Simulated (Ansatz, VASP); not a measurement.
**Two plane-wave programs on HfC**

```
Hf C
1.0
     0.00000    2.24750    2.32500
     2.24750    0.00000    2.32500
     2.24750    2.24750    0.00000
Hf C
1 1
Direct
  0.50000 0.50000 0.50000
  0.00000 0.00000 0.00000
```

Alike in both runs: task single point; functional PBE; k mesh 13 × 13 × 13; no spin polarisation.

|  | VASP | Ansatz |
| --- | --- | --- |
| version | VASP 6.6.1 | Ansatz 0.2.0 |
| potentials or method | VASP PAW PBE potentials, release 64 (Hf_pv, C), cutoff 520 eV | plane waves, PAW |
| occupations | methfessel-paxton of order 1, width 0.1 eV | cold, width 0.1 eV |
| valence electrons in the cell | 14 | 30 |

Ansatz gave:

| Property | Result |
| --- | --- |
| pressure (GPa) | 18.9 |
| traceless stress, the component that is largest in VASP (GPa) | -11.61 |

**Question.** What did VASP give for the same quantities?

**Answer.** Pressure (GPa): 18.7; traceless stress, the component that is largest in VASP (GPa): -11.78.

VASP's potentials hold 14 valence electrons a cell and Ansatz's 30, so a difference there can come from the potentials and not from the codes.

Neither program's run includes spin-orbit coupling.
